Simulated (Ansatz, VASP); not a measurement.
# C4N: VASP beside Ansatz

```
C N
1.0
     2.38472   -4.26631    0.00000
     2.38472    4.26631    0.00000
     0.00000    0.00000    2.56125
C N
4 1
Direct
  0.58170 0.41830 0.50000
  0.41830 0.58170 0.50000
  0.26251 0.26251 0.00000
  0.73749 0.73749 0.00000
  0.00000 0.00000 0.00000
```

Change from the starting cell: species swapped into the OsCl4 type (Cmmm, No. 65).

Alike in both runs: functional PBE; k mesh 4 × 4 × 6; occupations gaussian, width 0.1 eV; no spin polarisation.

Ansatz relaxed the structure, and its values are those at the end. VASP's run is a single point on that final structure, the one shown.

|  | VASP | Ansatz |
| --- | --- | --- |
| version | VASP 6.6.1 | Ansatz 0.2.0 |
| potentials or method | VASP PAW PBE potentials, release 64 (C_h, N_h), cutoff 1330 eV | scalar-relativistic, plane waves, PAW |
| valence electrons in the cell | 21 | 21 |

```tsv
	VASP	Ansatz	Ansatz less VASP
gap on the k mesh at the Fermi level (eV)	none	none	-
pressure (GPa)	-0.2	0.1	+0.25
rms of the force components (eV/Å)	0.007	0.009	+0.0018
```

A gap of «none» marks a metal or a gap that the smearing closes.

The k mesh is coarse, so the values compare programs but aren't converged.
